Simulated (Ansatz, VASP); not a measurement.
## Two plane-wave programs on KMgF3

File INCAR:

```
PREC = Accurate ; ENCUT = 520
EDIFF = 1E-6 ; ISMEAR = 0
SIGMA = 0.05 ; LREAL = F
LASPH = T ; NELM = 80
ALGO = Normal ; ISIF = 2
LWAVE = F ; LCHARG = F
GGA = PS ; NBANDS = 24
```

Contents of KPOINTS:

```
Automatic mesh
0
Gamma
  6 6 6
```

File POSCAR:

```
KMgF3
1.0
    3.9859000000      0.0000000000      0.0000000000
    0.0000000000      3.9859000000      0.0000000000
    0.0000000000      0.0000000000      3.9859000000
K Mg F
1 1 3
Direct
    0.5000000000      0.5000000000      0.5000000000
    0.0000000000      0.0000000000     -0.0250884367
    0.5000000000      0.0000000000      0.0000000000
    0.0000000000      0.5000000000      0.0000000000
    0.0000000000      0.0000000000      0.5000000000
```

Input for Ansatz:

```yaml
crystal:
  lattice:
    - [3.9859, 0.0, 0.0]
    - [0.0, 3.9859, 0.0]
    - [0.0, 0.0, 3.9859]
  atoms:
    - { symbol: K, position: [0.5, 0.5, 0.5] }
    - { symbol: Mg, position: [0.0, 0.0, -0.0250884367] }
    - { symbol: F, position: [0.5, 0.0, 0.0] }
    - { symbol: F, position: [0.0, 0.5, 0.0] }
    - { symbol: F, position: [0.0, 0.0, 0.5] }
basis:
  ecutwfc: 420
kpoints:
  mp_grid: { grid: [6, 6, 6] }
hamiltonian:
  xc: pbesol
scf:
  occupations: { method: gaussian, width: 0.05 }
output:
  forces: true
  stress: true
  eigenvalues: true
```

Change from the starting cell: all Mg atoms moved -0.100 Å, as atom 2 along Cartesian [0 0 1].

Alike in both runs: task single point; functional PBEsol; k mesh 6 × 6 × 6; occupations gaussian, width 0.05 eV; no spin polarisation.

|  | VASP | Ansatz |
| --- | --- | --- |
| version | VASP 6.6.1 | Ansatz 0.2.0 |
| potentials or method | VASP PAW PBE potentials, release 64 (K_sv, Mg, F), cutoff 520 eV | scalar-relativistic, plane waves, PAW |
| valence electrons in the cell | 32 | 40 |

Ansatz gave:

- gap on the k mesh at the Fermi level (eV): 7.13
- least direct gap on the mesh (eV): 7.47
- pressure (GPa): 0.7
- traceless stress, the component that is largest in VASP (GPa): 0.90
- rms of the force components (eV/Å): 0.312

**Question.** Which values does VASP return?

**Answer.** gap on the k mesh at the Fermi level (eV): 7.11; least direct gap on the mesh (eV): 7.45; pressure (GPa): 0.3; traceless stress, the component that is largest in VASP (GPa): 0.92; rms of the force components (eV/Å): 0.316.

VASP's potentials were made for PBE, not for PBEsol. Atom by atom the forces differ by 0.004 eV/Å (rms over components). VASP's potentials hold 32 valence electrons a cell and Ansatz's 40, so a difference there can come from the potentials and not from the codes.
